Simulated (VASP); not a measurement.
Input of a VASP 6.6.1 run:

Contents of INCAR:

```
SYSTEM = Al3BP4
PREC = Accurate
ENCUT = 600
EDIFF = 1E-7
ISMEAR = 0
SIGMA = 0.1
LREAL = .FALSE.
LASPH = .TRUE.
NELM = 100
ALGO = Normal
ISIF = 3
LWAVE = .FALSE.
LCHARG = .FALSE.
GGA = PE
IBRION = 2
NSW = 90
EDIFFG = -0.04
```

The input KPOINTS:

```
regular mesh
0
G
  6 6 6
  0 0 0
```

File POSCAR:

```
Al3BP4
1.0
   -2.5631265500      2.5631265500      5.1262531100
    2.5631265500     -2.5631265500      5.1262531100
    2.5631265500      2.5631265500     -5.1262531100
Al B P
3 1 4
Direct
    0.7500000000      0.2500000000      0.5000000000
    0.5000000000      0.5000000000      0.0000000000
    0.2500000000      0.7500000000      0.5000000000
    0.0000000000      0.0000000000      0.0000000000
    0.1250000000      0.1250000000      0.5000000000
    0.8750000000      0.3750000000      0.0000000000
    0.6250000000      0.6250000000      0.5000000000
    0.3750000000      0.8750000000      0.0000000000
```

Potentials or basis: VASP PAW PBE potentials, release 64 (Al, B, P).

Command:

```sh
$ cat potpaw_PBE.64/Al/POTCAR potpaw_PBE.64/B/POTCAR potpaw_PBE.64/P/POTCAR > POTCAR
$ mpirun -np 1 vasp_std > vasp.out
```

(1) Predict the space group after relaxing (to 0.1 Å).

(2) Predict the band gap on the k mesh.

(3) Estimate the relaxed volume.

Answers

(1) I-42m (No. 121).

(2) 1.14 eV.

(3) 18.27 Å³/atom.
